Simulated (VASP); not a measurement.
Set up this calculation in VASP 6.6.1, as the native input.

```yaml
Task: single point
Functional: PBE-based screened hybrid with 10 % exact exchange
Potentials_or_basis: VASP PAW PBE potentials, release 64 (K_sv, F)
Cutoff: 520 eV
k_mesh: 5 × 5 × 5
Occupations: fermi-dirac, width 0.05 eV
Spin: no spin polarisation
Dipole_correction: no
Grid_for_exact_exchange_PRECFOCK: Normal
Share_of_exact_exchange: 0.1
Further_INCAR_settings: ALGO = Normal; EDIFF = 1e-07; NBANDS = 15
Screening_parameter: 0.2 1/Å
```

KF:

```xyz
2
Lattice="0.0000 2.6719 2.6719 2.6719 0.0000 2.6719 2.6719 2.6719 0.0000" Properties=species:S:1:pos:R:3 pbc="T T T"
K     0.0000    0.0000    0.0000
F     2.6719    2.6719    2.6719
```

These files were run (other wordings do the same):

POSCAR

```
KF
1.0
    0.0000000000      2.6718500000      2.6718500000
    2.6718500000      0.0000000000      2.6718500000
    2.6718500000      2.6718500000      0.0000000000
K F
1 1
Direct
    0.0000000000      0.0000000000      0.0000000000
    0.5000000000      0.5000000000      0.5000000000
```

INCAR.step1

```
SYSTEM = KF
ALGO = Normal ; EDIFF = 1E-5
ENCUT = 520 ; GGA = PE
ISIF = 2 ; ISMEAR = -1
LASPH = .True. ; LCHARG = .False.
LREAL = .False. ; LWAVE = .True.
NBANDS = 15 ; NELM = 60
PREC = Accurate ; SIGMA = 0.05
```

INCAR.step2

```
SYSTEM = KF
AEXX = 0.1 ; ALGO = Normal
EDIFF = 1E-7 ; ENCUT = 520
GGA = PE ; HFSCREEN = 0.2
ISIF = 2 ; ISMEAR = -1
ISTART = 1 ; LASPH = .True.
LCHARG = .False. ; LHFCALC = .True.
LREAL = .False. ; LWAVE = .False.
NBANDS = 15 ; NELM = 60
PREC = Accurate ; PRECFOCK = Normal
SIGMA = 0.05
```

KPOINTS

```
k-points
0
Gamma
  5 5 5
  0 0 0
```

Potentials or basis: VASP PAW PBE potentials, release 64 (K_sv, F).

Command:

```bash
$ cat potpaw_PBE.64/K_sv/POTCAR potpaw_PBE.64/F/POTCAR > POTCAR
$ cp INCAR.step1 INCAR
$ mpirun -np 1 vasp_std > vasp.out
$ cp INCAR.step2 INCAR
$ mpirun -np 1 vasp_std > vasp.out
```

It gave:

```
Pressure               : 1.1 GPa
Band gap on the k mesh : 6.96 eV
```

Caveat: the PAW data sets were made with another functional, which shifts forces and pressure a little.

Wall time 15 min on 1 thread of AMD EPYC 7R43 64-Core Processor (Zen 3), on a shared host, peak memory 0.24 GiB.
